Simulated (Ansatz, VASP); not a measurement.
# One calculation of Tl2B6Te, two programs

```
Tl B Te
1.0
    -0.04456    3.50817    3.50826
     6.17606    0.03076    3.52811
     6.16538    3.53904    0.01971
Tl B Te
2 6 1
Direct
  0.74991 0.75109 0.75125
  0.24975 0.25104 0.25130
  0.67656 0.66775 0.32308
  0.33188 0.32322 0.66776
  0.40570 0.59471 0.59511
  0.60291 0.39615 0.39561
  0.33187 0.66785 0.32314
  0.67659 0.32313 0.66765
  0.97483 0.02504 0.02509
```

Change from the starting cell: cell x1, atoms moved at random (sigma 0.15 Å) and cell strained at random (1.5 %), then relaxed without symmetry.

Alike in both runs: functional PBE; k mesh 4 × 4 × 4; occupations gaussian, width 0.2 eV; no spin polarisation.

Ansatz relaxed the structure, and its values are those at the end. VASP's run is a single point on that final structure, the one shown.

```csv
,VASP,Ansatz
version,VASP 6.6.1,Ansatz 0.2.0
potentials or method,"VASP PAW PBE potentials, release 64 (Tl_d, B, Te), cutoff 520 eV","scalar-relativistic, plane waves, PAW"
valence electrons in the cell,50,60
```

|  | VASP | Ansatz | Ansatz less VASP |
| --- | --- | --- | --- |
| gap on the k mesh at the Fermi level (eV) | none | none | - |
| pressure (GPa) | 0.1 | 0.0 | -0.05 |
| rms of the force components (eV/Å) | 0.009 | 0.004 | -0.0059 |

A gap of «none» marks a metal or a gap that the smearing closes. The functional is the same, so the differences come from potentials, cutoffs and numerics. VASP's potentials hold 50 valence electrons a cell and Ansatz's 60, so a difference there can come from the potentials and not from the codes.

Spin-orbit coupling is off throughout.
